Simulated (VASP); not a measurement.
Set up this calculation in VASP 6.6.1, as the native input.

- Task: relaxation of cell and atoms
- Functional: PBEsol
- Potentials or basis: VASP PAW PBE potentials, release 64 (Nb_sv, Sc_sv)
- Cutoff: 600 eV
- k mesh: 10 × 10 × 5
- Occupations: fermi-dirac, width 0.05 eV
- Spin: no spin polarisation
- Dipole correction: no
- Further INCAR settings: ALGO = Normal; EDIFF = 1e-07; IBRION = 2; EDIFFG = -0.01; NSW = 60; ISIF = 3

The structure of ScNb lies in POSCAR:

```
ScNb
1.0
    3.0656443612      0.0000000000      0.0000000000
   -1.5328221806      2.6549258957      0.0000000000
    0.0000000000      0.0000000000      5.0721940000
Nb Sc
1 1
Direct
    0.3333333333      0.6666666667      0.5000000000
    0.0000000000      0.0000000000      0.0000000000
```

The input as run:

INCAR

```
PREC = Accurate
ENCUT = 600
EDIFF = 1E-7
ISMEAR = -1
SIGMA = 0.05
LREAL = False
LASPH = True
NELM = 100
ALGO = Normal
ISIF = 3
LWAVE = False
LCHARG = False
GGA = PS
IBRION = 2
NSW = 60
EDIFFG = -0.01
```

KPOINTS

```
Automatic mesh
0
Gamma
  10 10 5
```

Potentials or basis: VASP PAW PBE potentials, release 64 (Nb_sv, Sc_sv).

Run with:

```sh
$ cat potpaw_PBE.64/Nb_sv/POTCAR potpaw_PBE.64/Sc_sv/POTCAR > POTCAR
$ mpirun -np 1 vasp_std > vasp.out
```

Results of the run:

```json
{
 "Relaxed volume": "19.83 Å³/atom",
 "Relaxed cell": "a = 3.026 Å, b = 3.026 Å, c = 5.001 Å, α = 90.00°, β = 90.00°, γ = 120.00°",
 "Space group after relaxing (to 0.1 Å)": "P-6m2 (No. 187)",
 "Energy gained by relaxing": "10.7 meV/atom",
 "Ionic steps": "3",
 "Pressure after relaxing": "0.0 GPa",
 "Band gap on the k mesh": "zero (bands 12 and 13 overlap by 0.88 eV)"
}
```

Caveat: the PAW data sets were made with another functional, which shifts forces and pressure a little.

Run time: 43 s on 1 thread of Intel(R) Xeon(R) Platinum 8488C (Sapphire Rapids) (shared host), peak memory 0.19 GiB.
